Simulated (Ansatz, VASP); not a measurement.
# Two plane-wave programs on PbS

```
Pb S
1.0
     0.00000    2.91474    2.91474
     2.91474    0.00000    2.91474
     2.91474    2.91474    0.00000
Pb S
1 1
Cartesian
  0.0000 0.0000 0.0000
  2.9147 2.9147 2.9147
```

Change from the starting cell: volume scaled by 0.95, PAW files.

Alike in both runs: task electric field gradients; functional PBE; k mesh 8 × 8 × 8; occupations fermi-dirac, width 0.01 eV; no spin polarisation.

|  | VASP | Ansatz |
| --- | --- | --- |
| version | VASP 6.6.1 | Ansatz 0.2.0 |
| potentials or method | VASP PAW PBE potentials, release 64 (Pb_d, S) | PAW with Ansatz's default frozen-core files, scalar-relativistic |
| plane-wave cutoff (eV) | 520 | 420 |
| valence electrons in the cell | 20 | 20 |

|  | VASP | Ansatz | Ansatz less VASP |
| --- | --- | --- | --- |
| pressure (GPa) | 5.8 | 5.8 | +0.08 |

With one functional, cell and mesh, what is left measures potentials, basis and numerics.

Neither program's run includes spin-orbit coupling.
